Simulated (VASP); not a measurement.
HfH2, 3 atoms in the cell. Symmetry: I4mm, No. 107, tetragonal system. Conventional cell: a = 3.478 Å, b = 3.478 Å, c = 4.361 Å, α = 90.00°, β = 90.00°, γ = 90.00°. Hf (site symmetry 4mm) has 8 H at 2.00 to 2.11 Å within 2.7 Å. Within 2.7 Å of H (site symmetry 2mm) lie 4 Hf at 2.00 to 2.11 Å and 6 H at 2.18 to 2.46 Å.  This cell differs from its parent crystal: all H atoms moved -0.100 Å, as atom 2 along Cartesian [0 0 1].

| Property | Result |
| --- | --- |
| Program | VASP 6.6.1 |
| Task | single point |
| Functional | PBEsol |
| Potentials or basis | VASP PAW PBE potentials, release 64 (Hf_pv, H) |
| Cutoff | 520 eV |
| k mesh | 20 × 20 × 20 |
| Occupations | gaussian, width 0.15 eV |
| Spin | no spin polarisation |
| Dipole correction | no |
| Further INCAR settings | ALGO = Normal; EDIFF = 1e-06; NBANDS = 13 |

Potentials or basis: VASP PAW PBE potentials, release 64 (Hf_pv, H).

Command:

```console
$ cat potpaw_PBE.64/Hf_pv/POTCAR potpaw_PBE.64/H/POTCAR > POTCAR
$ mpirun -np 1 vasp_std > vasp.out
```

Hardware: 1 thread of Intel(R) Xeon(R) 6975P-C (Granite Rapids), on a shared host.

Problem. Estimate the wall time of this run.

Solution. Wall time 47 s on 1 thread of Intel(R) Xeon(R) 6975P-C (Granite Rapids), with other jobs on the host, peak memory 0.33 GiB. Counts: scf iterations 12, k points 641.
